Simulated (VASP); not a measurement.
# MgS (P6/mmm) in VASP: further runs, part 2 of 2

VASP 6.6.1. The steps go on from the part before.

**5. Single point, PBE**

This run uses another cell than the first one, of 83.71 Å³/atom, 4.321 times its volume.

Input file INCAR:

```
SYSTEM = MgS
PREC = Accurate
ENCUT = 520
EDIFF = 1E-6
ISMEAR = 0
SIGMA = 0.02
LREAL = .FALSE.
LASPH = .TRUE.
NELM = 80
ALGO = Normal
ISIF = 2
LWAVE = .FALSE.
LCHARG = .TRUE.
GGA = PE
LELF = .TRUE.
LVHAR = .TRUE.
NBANDS = 11
```

Input file KPOINTS:

```
Automatic mesh
0
G
  6 6 6
  0 0 0
```

Input file POSCAR:

```
MgS
1.0
    6.5860555203      0.0000000000      0.0000000000
   -3.2930277602      5.7036913913      0.0000000000
    0.0000000000      0.0000000000      4.4568978930
Mg S
1 1
Direct
    0.0000000000      0.0000000000      0.0000000000
    0.0000000000      0.0000000000      0.5000000000
```

Potentials or basis: VASP PAW PBE potentials, release 64 (Mg, S).

Launch:

```console
cat potpaw_PBE.64/Mg/POTCAR potpaw_PBE.64/S/POTCAR > POTCAR
mpirun -np 1 vasp_std > vasp.out
```

OUTCAR:

```text
SYSTEM = MgS
   PREC = Accurate
   ENCUT = 520
   EDIFF = 1E-6
   ISMEAR = 0
   LREAL = .FALSE.
   LASPH = .TRUE.
   NELM = 80
   ISIF = 2
   GGA = PE

 ion  position               nearest neighbor table
   1  0.000  0.000  0.000-   2 2.23   2 2.23
   2  0.000  0.000  0.500-   1 2.23   1 2.23

  LATTYP: Found a hexagonal cell.
 ALAT       =     6.5860555203
 C/A-ratio  =     0.6767173279

  Lattice vectors:

 A1 = (   6.5860555203,   0.0000000000,   0.0000000000)
[... 524 lines left out ...]

  FORCE on cell =-STRESS in cart. coord.  units (eV):
  Direction    XX          YY          ZZ          XY          YZ          ZX
  --------------------------------------------------------------------------------------
  -------------------------------------------------------------------------------------
  Total        0.0170530      0.0170530     -0.0499250     -0.0000000      0.0000000      0.0000000
  in kB        0.1631912      0.1631912     -0.4777651     -0.0000000      0.0000000      0.0000000
  external PRESSURE =      -0.0504609 kB  Pullay stress =       0.0000000 kB

 VOLUME and BASIS-vectors are now :
 -----------------------------------------------------------------------------
  energy-cutoff  :      520.00
  volume of cell :      167.42
      direct lattice vectors                 reciprocal lattice vectors
     6.586055520  0.000000000  0.000000000     0.151835951  0.087662527  0.000000000
    -3.293027760  5.703691391  0.000000000     0.000000000  0.175325054  0.000000000
     0.000000000  0.000000000  4.456897893     0.000000000  0.000000000  0.224371306

 POSITION                                       TOTAL-FORCE (eV/Angst)
 -----------------------------------------------------------------------------------
      0.00000      0.00000      0.00000        -0.000000      0.000000      0.000000
      0.00000      0.00000      2.22845         0.000000      0.000000      0.000000
 -----------------------------------------------------------------------------------
    total drift:                                0.000000      0.000000     -0.000000

  FREE ENERGIE OF THE ION-ELECTRON SYSTEM (eV)
  ---------------------------------------------------
  free  energy   TOTEN  =        -6.3964394024 eV

  energy  without entropy=       -6.3964394024  energy(sigma->0) =       -6.39643940
```

OSZICAR:

```text
N       E                     dE             d eps       ncg     rms          rms(c)
DAV:   1     0.356500296120E+02    0.35650E+02   -0.24811E+03   616   0.485E+02
DAV:   2    -0.253120958762E+01   -0.38181E+02   -0.36508E+02   841   0.832E+01
DAV:   3    -0.778436375404E+01   -0.52532E+01   -0.52465E+01   745   0.369E+01
DAV:   4    -0.788656464376E+01   -0.10220E+00   -0.10218E+00   784   0.636E+00
DAV:   5    -0.788795693185E+01   -0.13923E-02   -0.13923E-02   917   0.722E-01    0.448E+00
DAV:   6    -0.652415083676E+01    0.13638E+01   -0.36782E+00   673   0.612E+00    0.351E+00
DAV:   7    -0.638169764214E+01    0.14245E+00   -0.57805E-01   852   0.230E+00    0.254E+00
DAV:   8    -0.639084762186E+01   -0.91500E-02   -0.38501E-02   676   0.117E+00    0.991E-01
DAV:   9    -0.638991609243E+01    0.93153E-03   -0.37400E-03   840   0.218E-01    0.707E-01
DAV:  10    -0.639617360342E+01   -0.62575E-02   -0.49771E-03   631   0.301E-01    0.202E-01
DAV:  11    -0.639636707396E+01   -0.19347E-03   -0.12902E-03   700   0.127E-01    0.140E-01
DAV:  12    -0.639643830604E+01   -0.71232E-04   -0.27856E-04   631   0.810E-02    0.463E-02
DAV:  13    -0.639643956207E+01   -0.12560E-05   -0.42225E-06   827   0.128E-02    0.478E-02
DAV:  14    -0.639643963387E+01   -0.71799E-07   -0.11059E-05   667   0.121E-02    0.706E-03
DAV:  15    -0.639643940243E+01    0.23144E-06   -0.46788E-07   676   0.412E-03
   1 F= -.63964394E+01 E0= -.63964394E+01  d E =-.112536E-16
```

Run time: 40 s. Hardware: 1 thread of Intel Xeon 6975P-C (Granite Rapids), shared host; peak memory 0.3 GiB.

What came out:

- Free energy: -6.3964 eV
- Pressure: 0.0 GPa
- Band gap on the k mesh: 2.46 eV, indirect (least direct gap 2.75 eV)

Levels at points of the mesh, in eV from the valence-band top:
```
           k point  band 1  band 2  band 3  band 4  band 5  band 6  band 7  band 8
(0.00, 0.00, 0.00)  -10.39   -1.61   -0.30   -0.30    2.46    5.67    6.92    6.92
(0.50, 0.00, 0.00)  -10.39   -1.61   -0.41   -0.32    2.94    5.13    5.83    6.68
(0.00, 0.00, 0.50)  -10.18   -2.99    0.00    0.00    4.82    4.97    4.97    5.89
(0.50, 0.00, 0.50)  -10.18   -2.97   -0.06   -0.01    4.22    4.80    5.57    7.09
```

A k mesh can miss the band edges. A hybrid or GW would open this gap; PBE tends to underestimate it.

**6. Relaxation of cell and atoms, PBE**

This run uses another cell than the first one, of 57.42 Å³/atom, 2.964 times its volume.

Input file INCAR:

```
PREC = Accurate ; ENCUT = 600
EDIFF = 1E-6 ; ISMEAR = 0
SIGMA = 0.02 ; LREAL = F
LASPH = T ; NELM = 60
ALGO = Normal ; ISIF = 3
LWAVE = F ; LCHARG = F
GGA = PE ; IBRION = 2
NSW = 100 ; EDIFFG = -0.01
```

Input file KPOINTS:

```
regular mesh
0
Gamma
  6 6 6
```

Input file POSCAR:

```
MgS
1.0
    5.4599350302      0.0000000000      0.0000000000
   -2.7299675151      4.7284424392      0.0000000000
    0.0000000000      0.0000000000      4.4485031645
Mg S
1 1
Direct
    0.0000000000      0.0000000000      0.0000000000
    0.0000000000      0.0000000000      0.5000000000
```

Potentials or basis: VASP PAW PBE potentials, release 64 (Mg, S).

Launch:

```console
cat potpaw_PBE.64/Mg/POTCAR potpaw_PBE.64/S/POTCAR > POTCAR
mpirun -np 1 vasp_std > vasp.out
```

Wall time 2.8 min (1 thread of Intel Xeon 6975P-C (Granite Rapids), shared host); peak memory 0.3 GiB.

It converged, with:

```
Free energy                            : -6.3939 eV
Relaxed cell                           : a = 6.557 Å, b = 6.557 Å, c = 4.455 Å, α = 90.00°, β = 90.00°, γ = 120.00°
Space group after relaxing (to 0.05 Å) : P6/mmm (No. 191)
Energy gained by relaxing              : 12.4 meV/atom
Ionic steps                            : 18
Pressure after relaxing                : 0.0 GPa
Band gap on the k mesh                 : 2.45 eV, indirect (least direct gap 2.75 eV)
```

The path:
```csv
step,energy change (eV),largest force (eV/Å),pressure (GPa),volume (Å³)
1,0.0000,0.0000,0.14,114.85
2,-0.0012,0.0000,0.16,115.70
3,-0.0043,0.0000,0.22,118.28
4,-0.0085,0.0000,0.35,123.51
5,-0.0103,0.0000,0.59,134.27
6,-0.0105,0.0000,0.59,134.43
7,-0.0110,0.0000,0.57,134.93
8,-0.0119,0.0000,0.54,135.94
9,-0.0137,0.0000,0.49,137.95
10,-0.0169,0.0000,0.39,142.04
11,-0.0214,0.0000,0.21,150.42
12,-0.0245,0.0000,-0.08,167.97
13,-0.0245,0.0000,-0.08,167.26
14,-0.0238,0.0000,0.06,158.71
15,-0.0245,0.0000,-0.05,166.08
16,-0.0247,0.0000,-0.02,165.98
17,-0.0247,0.0000,0.02,165.84
18,-0.0247,0.0000,0.01,165.85
```

Final structure:
```cif
data_structure
_symmetry_space_group_name_H-M 'P 1'
_symmetry_Int_Tables_number 1
_cell_length_a 6.5567
_cell_length_b 6.5567
_cell_length_c 4.4547
_cell_angle_alpha 90.000
_cell_angle_beta 90.000
_cell_angle_gamma 120.000
_cell_volume 165.85
loop_
_atom_site_label
_atom_site_type_symbol
_atom_site_fract_x
_atom_site_fract_y
_atom_site_fract_z
_atom_site_occupancy
Mg1 Mg 0.00000 0.00000 0.00000 1
S1 S 0.00000 0.00000 0.50000 1
```

Levels at points of the mesh, in eV from the valence-band top:
| k point | band 1 | band 2 | band 3 | band 4 | band 5 | band 6 | band 7 | band 8 |
| --- | --- | --- | --- | --- | --- | --- | --- | --- |
| (0.00, 0.00, 0.00) | -10.40 | -1.61 | -0.30 | -0.30 | 2.45 | 5.68 | 6.94 | 6.94 |
| (0.50, 0.00, 0.00) | -10.39 | -1.61 | -0.42 | -0.32 | 2.95 | 5.13 | 5.84 | 6.70 |
| (0.00, 0.00, 0.50) | -10.18 | -2.99 | 0.00 | 0.00 | 4.82 | 4.98 | 4.98 | 5.89 |
| (0.50, 0.00, 0.50) | -10.18 | -2.97 | -0.07 | -0.02 | 4.21 | 4.81 | 5.58 | 7.10 |

Caveat: the volume moved by over 15 % at a fixed basis, so the end points are rough. A k mesh can miss the band edges.

**7. The runs side by side**

| task | cell | k mesh | cutoff (eV) | smearing | gap on the mesh (eV) | pressure (GPa) | relaxed volume (Å³/atom) |
| --- | --- | --- | --- | --- | --- | --- | --- |
| single point | a = 3.131, b = 3.131, c = 4.565 Å, angles 90.0, 90.0, 120.0°, 2 atoms | 6 × 6 × 4 | 520 | gaussian 0.1 eV | none | 10.7 | - |
| single point | a = 5.460, b = 5.460, c = 4.449 Å, angles 90.0, 90.0, 120.0°, 2 atoms | 6 × 6 × 4 | 520 | gaussian 0.1 eV | 1.96 | 0.1 | - |
| relaxation of cell and atoms | relaxed from a = 3.131, b = 3.131, c = 4.565 Å, angles 90.0, 90.0, 120.0°, 2 atoms | 6 × 6 × 4 | 600 | gaussian 0.1 eV | 1.62 | 0.0 | 49.35 |
| single point | a = 6.586, b = 6.586, c = 4.457 Å, angles 90.0, 90.0, 120.0°, 2 atoms | 6 × 6 × 6 | 520 | gaussian 0.02 eV | 2.46 | 0.0 | - |
| relaxation of cell and atoms | relaxed from a = 5.460, b = 5.460, c = 4.449 Å, angles 90.0, 90.0, 120.0°, 2 atoms | 6 × 6 × 6 | 600 | gaussian 0.02 eV | 2.45 | 0.0 | 82.93 |

Alike in all rows: level PBE; potentials or basis VASP PAW PBE potentials, release 64 (Mg, S); no spin polarisation.

Caveats: some runs use coarse meshes; the volume moved by over 15 % at a fixed basis, so the end points are rough (some runs).

Absolute energies hang on the potentials; compare differences alone.
